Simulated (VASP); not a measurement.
# Na (R-3m) in VASP: further runs, part 2 of 2

VASP 6.6.1.

## 5. Electric field gradients, PBEsol (equal xy, yz and zx shear strains of -3 %)

INCAR

```
ALGO     = Normal         # electronic algorithm
EDIFF    = 1E-8           # SCF threshold, eV
ENCUT    = 520            # plane-wave cutoff, eV
GGA      = PS             # functional
ISIF     = 2              # what is computed and relaxed
ISMEAR   = -1             # smearing method
LASPH    = True           # aspherical terms in the spheres
LCHARG   = False          # write CHGCAR
LEFG     = True         
LREAL    = False          # projectors in reciprocal space
LWAVE    = False          # write WAVECAR
NBANDS   = 10             # bands
NELM     = 100            # most SCF steps
PREC     = Accurate       # precision mode
SIGMA    = 0.05           # smearing width, eV
```

KPOINTS

```
k-points
0
Gamma
  12 12 12
```

POSCAR

```
Na
1.0
   -2.1810250000      2.1175000000      2.1175000000
    2.1175000000     -2.1810250000      2.1175000000
    2.1175000000      2.1175000000     -2.1810250000
Na
1
Direct
    0.0000000000      0.0000000000      0.0000000000
```

Potentials or basis: VASP PAW PBE potentials, release 64 (Na_pv).

Started as:

```sh
$ cat potpaw_PBE.64/Na_pv/POTCAR > POTCAR
$ mpirun -np 1 vasp_std > vasp.out
```

OUTCAR:

```text
EDIFF = 1E-8
   ENCUT = 520
   GGA = PS
   ISIF = 2
   ISMEAR = -1
   LASPH = True
   LREAL = False
   NELM = 100
   PREC = Accurate

 ion  position               nearest neighbor table
   1  0.000  0.000  0.000-

  LATTYP: Found a trigonal (rhomboedric) cell.
 ALAT       =     3.7046568735
 COS(alpha) =    -0.3463033748

  Lattice vectors:

 A1 = (  -2.1810250000,   2.1175000000,   2.1175000000)
 A2 = (   2.1175000000,  -2.1810250000,   2.1175000000)
 A3 = (   2.1175000000,   2.1175000000,  -2.1810250000)

Analysis of symmetry for initial positions (statically):
=====================================================================
 Subroutine PRICEL returns:
 Original cell was already a primitive cell.

 Routine SETGRP: Setting up the symmetry group for a
 trigonal (rhombohedral) supercell.

 Subroutine GETGRP returns: Found 12 space group operations
[... 491 lines left out ...]
  external PRESSURE =      -3.1425217 kB  Pullay stress =       0.0000000 kB

 VOLUME and BASIS-vectors are now :
 -----------------------------------------------------------------------------
  energy-cutoff  :      520.00
  volume of cell :       37.95
      direct lattice vectors                 reciprocal lattice vectors
    -2.181025000  2.117500000  2.117500000     0.007194988  0.239832928  0.239832928
     2.117500000 -2.181025000  2.117500000     0.239832928  0.007194988  0.239832928
     2.117500000  2.117500000 -2.181025000     0.239832928  0.239832928  0.007194988

 POSITION                                       TOTAL-FORCE (eV/Angst)
 -----------------------------------------------------------------------------------
      0.00000      0.00000      0.00000        -0.000000      0.000000     -0.000000
 -----------------------------------------------------------------------------------
    total drift:                               -0.000000     -0.000000     -0.000000

  FREE ENERGIE OF THE ION-ELECTRON SYSTEM (eV)
  ---------------------------------------------------
  free  energy   TOTEN  =        -1.3963871217 eV

  energy  without entropy=       -1.3915006300  energy(sigma->0) =       -1.39394388

 Electric field gradients (V/A^2)
---------------------------------------------------------------------
 ion       V_xx      V_yy      V_zz      V_xy      V_xz      V_yz
---------------------------------------------------------------------
   1      -0.000    -0.000    -0.000     0.351     0.351     0.351
---------------------------------------------------------------------

 Electric field gradients after diagonalization (V/A^2)
 (convention: |V_zz| > |V_xx| > |V_yy|)
----------------------------------------------------------------------
 ion       V_xx      V_yy      V_zz     asymmetry (V_yy - V_xx)/ V_zz
----------------------------------------------------------------------
   1      -0.351    -0.351     0.702       0.000
----------------------------------------------------------------------

           NMR quadrupolar parameters

 Cq : quadrupolar parameter    Cq=e*Q*V_zz/h
 eta: asymmetry parameters     (V_yy - V_xx)/ V_zz
 Q  : nuclear electric quadrupole moment in mb (millibarn)
----------------------------------------------------------------------
 ion       Cq(MHz)       eta       Q (mb)
----------------------------------------------------------------------
   1       0.002       0.000       1.000
----------------------------------------------------------------------
```

It took 18 s on 1 thread of Intel Xeon 6975P-C (Granite Rapids), shared host; peak memory 0.19 GiB.

Results:

| Property | Result |
| --- | --- |
| Free energy | -1.3964 eV |
| Pressure | -0.3 GPa |
| Band gap on the k mesh | zero (an odd number of electrons rules out a gap without spin polarisation) |
| Largest electric field gradient by atom | Na +0.7 V/Å² |

Stress tensor (GPa, compression positive):
```
-0.31  0.15  0.15
 0.15 -0.31  0.15
 0.15  0.15 -0.31
```

Levels at points of the mesh, in eV from the Fermi level:
| k point | band 1 | band 2 | band 3 | band 4 | band 5 | band 6 | band 7 |
| --- | --- | --- | --- | --- | --- | --- | --- |
| (0.00, 0.00, 0.00) | -24.77 | -24.77 | -24.77 | -3.19 | 11.46 | 11.49 | 11.49 |
| (0.50, 0.00, 0.00) | -24.81 | -24.78 | -24.77 | 0.89 | 1.38 | 8.06 | 8.89 |
| (0.50, 0.50, 0.00) | -24.80 | -24.78 | -24.77 | 0.67 | 1.10 | 8.14 | 8.71 |
| (0.50, 0.50, 0.50) | -24.81 | -24.79 | -24.79 | 4.52 | 4.52 | 4.78 | 4.88 |

Electric field gradients, principal values (V/Å²):
```csv
atom,least,middle,greatest (by size)
1 Na,-0.351,-0.351,0.702
```

Caveat: the cell differs from its parent crystal (equal xy, yz and zx shear strains of -3 %); without QUAD_EFG the Cq values of the log hold for a quadrupole moment of 1 mb, not for the nuclei; the PAW data sets were made with another functional, which shifts forces and pressure a little.

## 6. The runs side by side

```csv
cell,gap on the mesh (eV),pressure (GPa)
"a = 3.655 Å, angles 109.2°, 1 atom",none,-0.3
"a = 3.631 Å, angles 108.6°, 1 atom",none,-0.3
"a = 3.705 Å, angles 110.3°, 1 atom",none,-0.3
```

Alike in all rows: task electric field gradients; level PBEsol; potentials or basis VASP PAW PBE potentials, release 64 (Na_pv); no spin polarisation; k mesh 12 × 12 × 12; cutoff (eV) 520; smearing fermi-dirac 0.05 eV.

Caveats: the PAW data sets were made with another functional, which shifts forces and pressure a little.

Absolute energies hang on the potentials; compare differences alone.
